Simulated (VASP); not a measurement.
Wanted: the native input for a VASP 6.6.1 run.

```yaml
Task: single point
Functional: r2SCAN
Potentials_or_basis: VASP PAW PBE potentials, release 64 (B, N)
Cutoff: 520 eV
k_mesh: 12 × 12 × 12
Occupations: gaussian, width 0.01 eV
Spin: no spin polarisation
Dipole_correction: no
Further_INCAR_settings: ALGO = Normal; EDIFF = 1e-06; NBANDS = 11
```

BN:

```
B N
1.0
     0.00000    1.77062    1.71697
     1.77062    0.00000    1.71697
     1.77062    1.77062    0.00000
B N
1 1
Direct
  0.00000 0.00000 0.00000
  0.50000 0.50000 0.50000
```

This cell differs from its parent crystal: epitaxial xy strain +1.4%.

The input as run:

POSCAR

```
BN
1.0
    0.0000000000      1.7706166632      1.7169664174
    1.7706166632      0.0000000000      1.7169664174
    1.7706166632      1.7706166632      0.0000000000
B N
1 1
Direct
    0.0000000000      0.0000000000      0.0000000000
    0.5000000000      0.5000000000      0.5000000000
```

INCAR.step1

```
SYSTEM = BN
ALGO = Normal ; EDIFF = 1E-4
ENCUT = 520 ; GGA = PE
ISMEAR = 0 ; LASPH = .TRUE.
LCHARG = .FALSE. ; LREAL = .FALSE.
LWAVE = .TRUE. ; NBANDS = 11
NELM = 60 ; PREC = Accurate
SIGMA = 0.01
```

INCAR.step2

```
SYSTEM = BN
ALGO = Normal ; EDIFF = 1E-6
ENCUT = 520 ; ISIF = 2
ISMEAR = 0 ; ISTART = 1
LASPH = .TRUE. ; LCHARG = .FALSE.
LMIXTAU = .TRUE. ; LREAL = .FALSE.
LWAVE = .FALSE. ; METAGGA = R2SCAN
NBANDS = 11 ; NELM = 60
PREC = Accurate ; SIGMA = 0.01
```

KPOINTS

```
k-points
0
G
  12 12 12
  0 0 0
```

Potentials or basis: VASP PAW PBE potentials, release 64 (B, N).

Command:

```sh
$ cat potpaw_PBE.64/B/POTCAR potpaw_PBE.64/N/POTCAR > POTCAR
$ cp INCAR.step1 INCAR
$ mpirun -np 1 vasp_std > vasp.out
$ cp INCAR.step2 INCAR
$ mpirun -np 1 vasp_std > vasp.out
```

It gave:

| Item | Value |
| --- | --- |
| Pressure | -3.5 GPa |
| Band gap on the k mesh | 0.78 eV, indirect (least direct gap 6.14 eV) |

Caveat: the cell differs from its parent crystal (epitaxial xy strain +1.4%); the PAW data sets were made with another functional, which shifts forces and pressure a little.

Run time: 50 s on 1 thread of Intel(R) Xeon(R) Platinum 8375C CPU @ 2.90GHz (Ice Lake), on a shared host, peak memory 0.13 GiB.
